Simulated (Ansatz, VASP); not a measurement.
## MgO: VASP beside Ansatz

```
CELL_PARAMETERS angstrom
3.28053 0.00000 0.00000
-1.64026 2.84102 0.00000
0.00000 0.00000 10.51390
ATOMIC_POSITIONS crystal
Mg 0.39141 0.78282 0.96949
Mg 0.95951 0.91901 0.22082
Mg 0.04049 0.08099 0.72082
Mg 0.60859 0.21718 0.46949
O 0.37714 0.75427 0.78004
O 0.94687 0.89374 0.52964
O 0.05313 0.10626 0.02964
O 0.62286 0.24573 0.28004
```

Change from the starting cell: mode 4 frozen in at +0.000 Å and mode 5 at +0.330 Å (largest displacements).

Alike in both runs: task single point; functional PBE; k mesh 9 × 9 × 2; occupations gaussian, width 0.05 eV; no spin polarisation.

```csv
,VASP,Ansatz
version,VASP 6.6.1,Ansatz 0.2.0
potentials or method,"VASP PAW PBE potentials, release 64 (Mg, O), cutoff 520 eV","scalar-relativistic, plane waves, PAW"
valence electrons in the cell,32,64
```

```tsv
	VASP	Ansatz	Ansatz less VASP
gap on the k mesh at the Fermi level (eV)	3.23	3.25	+0.020
least direct gap on the mesh (eV)	3.23	3.25	+0.020
pressure (GPa)	-1.2	-0.8	+0.43
traceless stress, the component that is largest in VASP (GPa)	-3.83	-3.78	+0.051
rms of the force components (eV/Å)	0.143	0.141	-0.0020
```

Atom by atom the forces differ by 0.003 eV/Å (rms over components). With one functional, cell and mesh, what is left measures potentials, basis and numerics. VASP's potentials hold 32 valence electrons a cell and Ansatz's 64, so a difference there can come from the potentials and not from the codes.
